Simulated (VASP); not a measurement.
## SbC: single point with PBE

The system is SbC.

```
CELL_PARAMETERS angstrom
3.10259 0.00000 0.00000
0.00000 3.10259 0.00000
0.00000 0.00000 4.26944
ATOMIC_POSITIONS crystal
Sb 0.50000 0.50000 0.50000
C 0.00000 0.00000 0.00000
```

The cell was built from a structure type or drawn by symmetry, and may not be a known phase.

```yaml
Program: VASP 6.6.1
Task: single point
Functional: PBE
Potentials_or_basis: VASP PAW PBE potentials, release 64 (Sb, C)
Cutoff: 520 eV
k_mesh: 6 × 6 × 4
Occupations: gaussian, width 0.1 eV
Spin: no spin polarisation
Dipole_correction: no
Further_INCAR_settings: ALGO = Fast; EDIFF = 1e-07; NBANDS = 12
```

| Item | Value |
| --- | --- |
| Pressure | -11.2 GPa |
| Band gap on the k mesh | zero (an odd number of electrons rules out a gap without spin polarisation) |

Stress tensor (GPa, compression positive):
```
 -5.80   0.00   0.00
  0.00  -5.80   0.00
  0.00   0.00 -22.05
```

Levels at points of the mesh, in eV from the Fermi level:
```
           k point  band 2  band 3  band 4  band 5  band 6  band 7
(0.00, 0.00, 0.00)   -7.11   -3.60    0.61    0.61    4.43    5.49
(0.50, 0.00, 0.00)   -9.19   -2.74   -0.75   -0.67    0.54    1.59
(0.50, 0.50, 0.00)   -6.20   -3.97   -3.97    0.10    1.10    1.10
(0.00, 0.00, 0.50)  -10.26    0.78    1.02    1.19    1.19    4.23
(0.50, 0.00, 0.50)   -8.58   -5.42   -4.15    1.64    2.47    4.30
(0.50, 0.50, 0.50)   -5.81   -2.57   -2.57   -1.62   -1.62   -1.06
```

Run time: 7.9 s on 1 thread of Intel(R) Xeon(R) 6975P-C (Granite Rapids), with other jobs on the host, peak memory 0.15 GiB.

Caveat: the k points lie up to 0.37 Å⁻¹ apart, too coarse for converged energies and pressures of a metal; spin-orbit coupling is left out, which moves the levels of the heavy elements.
